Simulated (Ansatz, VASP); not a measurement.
# One calculation of BiSe4, two programs

```
CELL_PARAMETERS angstrom
0.00000 5.22502 5.22502
5.22502 0.00000 5.22502
5.22502 5.22502 0.00000
ATOMIC_POSITIONS crystal
Bi 0.00000 0.00000 0.00000
Bi 0.25000 0.25000 0.25000
Se 0.84781 0.84781 0.84781
Se 0.84781 0.84781 0.45657
Se 0.84781 0.45657 0.84781
Se 0.45657 0.84781 0.84781
Se 0.40219 0.40219 0.79343
Se 0.40219 0.40219 0.40219
Se 0.40219 0.79343 0.40219
Se 0.79343 0.40219 0.40219
```

Alike in both runs: functional PBE; k mesh 4 × 4 × 4; occupations gaussian, width 0.1 eV; no spin polarisation.

Ansatz relaxed the structure, and its values are those at the end. VASP's run is a single point on that final structure, the one shown.

|  | VASP | Ansatz |
| --- | --- | --- |
| version | VASP 6.6.1 | Ansatz 0.2.0 |
| potentials or method | VASP PAW PBE potentials, release 64 (Bi_d, Se), cutoff 520 eV | scalar-relativistic, plane waves, PAW |
| valence electrons in the cell | 78 | 158 |

```tsv
	VASP	Ansatz	Ansatz less VASP
gap on the k mesh at the Fermi level (eV)	none	none	-
pressure (GPa)	0.0	0.1	+0.01
rms of the force components (eV/Å)	0.034	0.031	-0.0035
```

A gap of «none» marks a metal or a gap that the smearing closes. With one functional, cell and mesh, what is left measures potentials, basis and numerics. VASP's potentials hold 78 valence electrons a cell and Ansatz's 158, so a difference there can come from the potentials and not from the codes.

Neither program's run includes spin-orbit coupling.
